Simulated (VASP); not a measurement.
A run of VASP 6.6.1:

INCAR

```
SYSTEM = Ba
ALGO     = Normal         ! electronic algorithm
DIPOL    = 0.5 0.5 0.500
EDIFF    = 1E-6           ! SCF threshold, eV
ENCUT    = 520            ! plane-wave cutoff, eV
GGA      = PE             ! functional
IDIPOL   = 3            
ISIF     = 2              ! what is computed and relaxed
ISMEAR   = -1             ! smearing method
LASPH    = .TRUE.         ! aspherical terms in the spheres
LCHARG   = .FALSE.        ! write CHGCAR
LDIPOL   = .TRUE.       
LREAL    = .FALSE.        ! projectors in reciprocal space
LWAVE    = .FALSE.        ! write WAVECAR
NBANDS   = 28             ! bands
NELM     = 60             ! most SCF steps
PREC     = Accurate       ! precision mode
SIGMA    = 0.1            ! smearing width, eV
```

The input KPOINTS:

```
k-points
0
G
  6 6 1
  0 0 0
```

Contents of POSCAR:

```
Ba
1.0
    7.1064158584      0.0000000000      0.0000000000
   -3.5532079292      6.1543366632      0.0000000000
    0.0000000000      0.0000000000     24.3518000000
Ba
4
Direct
    0.0000000000      0.0000000000      0.4136124001
    0.3333333333      0.6666666667      0.4997039908
    0.6666666667      0.3333333333      0.5002962971
    0.0000000000      0.0000000000      0.5863873116
```

Potentials or basis: VASP PAW PBE potentials, release 64 (Ba_sv).

Launch:

```console
$ cat potpaw_PBE.64/Ba_sv/POTCAR > POTCAR
$ mpirun -np 1 vasp_std > vasp.out
```

Hardware: 1 thread of Intel(R) Xeon(R) Platinum 8259CL CPU @ 2.50GHz (Skylake/Cascade Lake) (shared host).

Estimate the wall time of this run.

It took 11 min on 1 thread of Intel(R) Xeon(R) Platinum 8259CL CPU @ 2.50GHz (Skylake/Cascade Lake), with other jobs on the host, peak memory 1 GiB. Counts: scf iterations 21, k points 7.
